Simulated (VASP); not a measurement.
Write the native input for VASP 6.6.1 that does the following.

| Property | Result |
| --- | --- |
| Task | single point |
| Functional | PBEsol |
| Potentials or basis | VASP PAW PBE potentials, release 64 (Sn_d) |
| Cutoff | 520 eV |
| k mesh | 12 × 12 × 12 |
| Occupations | methfessel-paxton, width 0.1 eV |
| Spin | no spin polarisation |
| Dipole correction | no |
| Further INCAR settings | ALGO = Normal; EDIFF = 1e-06; NBANDS = 13 |

The structure of Sn lies in POSCAR:

```
Sn
1.0
   -1.7265400000      1.7755500000      2.3383400000
    1.7265400000     -1.7755500000      2.3383400000
    1.7265400000      1.7755500000     -2.3383400000
Sn
1
Direct
    0.0000000000      0.0000000000      0.0000000000
```

The input as run:

INCAR

```
SYSTEM = Sn
PREC     = Accurate       ! precision mode
ENCUT    = 520            ! plane-wave cutoff, eV
EDIFF    = 1E-6           ! SCF threshold, eV
ISMEAR   = 1              ! smearing method
SIGMA    = 0.1            ! smearing width, eV
LREAL    = .FALSE.        ! projectors in reciprocal space
LASPH    = .TRUE.         ! aspherical terms in the spheres
NELM     = 100            ! most SCF steps
ALGO     = Normal         ! electronic algorithm
ISIF     = 2              ! what is computed and relaxed
LWAVE    = .FALSE.        ! write WAVECAR
LCHARG   = .FALSE.        ! write CHGCAR
GGA      = PS             ! functional
NBANDS   = 13             ! bands
```

KPOINTS

```
Automatic mesh
0
G
  12 12 12
  0 0 0
```

Potentials or basis: VASP PAW PBE potentials, release 64 (Sn_d).

Command:

```bash
$ cat potpaw_PBE.64/Sn_d/POTCAR > POTCAR
$ mpirun -np 1 vasp_std > vasp.out
```

Results of the run:

```
Pressure               : -3.8 GPa
Band gap on the k mesh : zero (band 7 reaches 14.37 eV, above the bottom of band 8 at 5.43 eV)
```

Caveat: the PAW data sets were made with another functional, which shifts forces and pressure a little; spin-orbit coupling is left out, which moves the levels of the heavy elements.

Wall time 64 s on 1 thread of Intel(R) Xeon(R) Platinum 8488C (Sapphire Rapids) (shared host), peak memory 0.23 GiB.
